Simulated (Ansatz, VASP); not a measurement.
# C: VASP beside Ansatz

```
CELL_PARAMETERS angstrom
2.46657 0.00000 0.00000
-1.23328 2.13611 0.00000
0.00000 0.00000 8.52674
ATOMIC_POSITIONS crystal
C 0.00000 0.00000 0.25000
C 0.00000 0.00000 0.75000
C 0.33333 0.66667 0.25000
C 0.66667 0.33333 0.75000
```

Alike in both runs: functional PBE; k mesh 8 × 8 × 3; occupations fermi-dirac, width 0.05 eV; no spin polarisation.

Ansatz relaxed the structure, and its values are those at the end. VASP's run is a single point on that final structure, the one shown.

|  | VASP | Ansatz |
| --- | --- | --- |
| version | VASP 6.6.1 | Ansatz 0.2.0 |
| potentials or method | VASP PAW PBE potentials, release 64 (C), cutoff 520 eV | plane waves (420 eV) with PAW, scalar-relativistic |
| valence electrons in the cell | 16 | 16 |

|  | VASP | Ansatz | Ansatz less VASP |
| --- | --- | --- | --- |
| pressure (GPa) | 0.4 | 0.0 | -0.36 |
